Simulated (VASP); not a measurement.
Wanted: the native input for a VASP 6.6.1 run.

- Task: single point
- Functional: PBE
- Potentials or basis: VASP PAW PBE potentials, release 64 (Al, N)
- Cutoff: 520 eV
- k mesh: 6 × 6 × 6
- Occupations: gaussian, width 0.05 eV
- Spin: no spin polarisation
- Dipole correction: no
- Further INCAR settings: ALGO = Normal; EDIFF = 1e-06; NBANDS = 26

The structure of AlN lies in POSCAR:

```
AlN
1.0
    4.4031742088      0.0000000000      0.0000000000
    0.0000000000     -4.4031742088      0.0000000000
    0.0000000000      0.0000000000     -4.4031742088
Al N
4 4
Direct
    0.0000000000      0.0000000000      0.0000000000
    0.5000000000      0.5000000000      0.0000000000
    0.5000000000      0.0000000000      0.5000000000
    0.0000000000      0.5000000000      0.5000000000
    0.7500000000      0.7500000000      0.7329668334
    0.2500000000      0.2500000000      0.7500000000
    0.2500000000      0.7500000000      0.2500000000
    0.7500000000      0.2500000000      0.2500000000
```

This cell differs from its parent crystal: atom 5 (N) moved +0.075 Å along Cartesian [0 0 1].

The input as run:

INCAR

```
  ALGO = Normal
  EDIFF = 1E-6
  ENCUT = 520
  GGA = PE
  ISIF = 2
  ISMEAR = 0
  LASPH = True
  LCHARG = True
  LELF = True
  LREAL = False
  LVHAR = True
  LWAVE = False
  NBANDS = 26
  NELM = 60
  PREC = Accurate
  SIGMA = 0.05
```

KPOINTS

```
k-points
0
Gamma
  6 6 6
```

Potentials or basis: VASP PAW PBE potentials, release 64 (Al, N).

Run with:

```sh
$ cat potpaw_PBE.64/Al/POTCAR potpaw_PBE.64/N/POTCAR > POTCAR
$ mpirun -np 1 vasp_std > vasp.out
```

Results of the run:

* Pressure: -0.1 GPa
* Largest force: 1.403 eV/Å
* Band gap on the k mesh: 3.25 eV

Caveat: the cell differs from its parent crystal (atom 5 (N) moved +0.075 Å along Cartesian [0 0 1]); forces of over 1 eV/Å act on the atoms, so gaps and moduli don't describe the material at rest.

Wall time 92 s on 1 thread of Intel(R) Xeon(R) Platinum 8375C CPU @ 2.90GHz (Ice Lake) (shared host), peak memory 0.24 GiB.
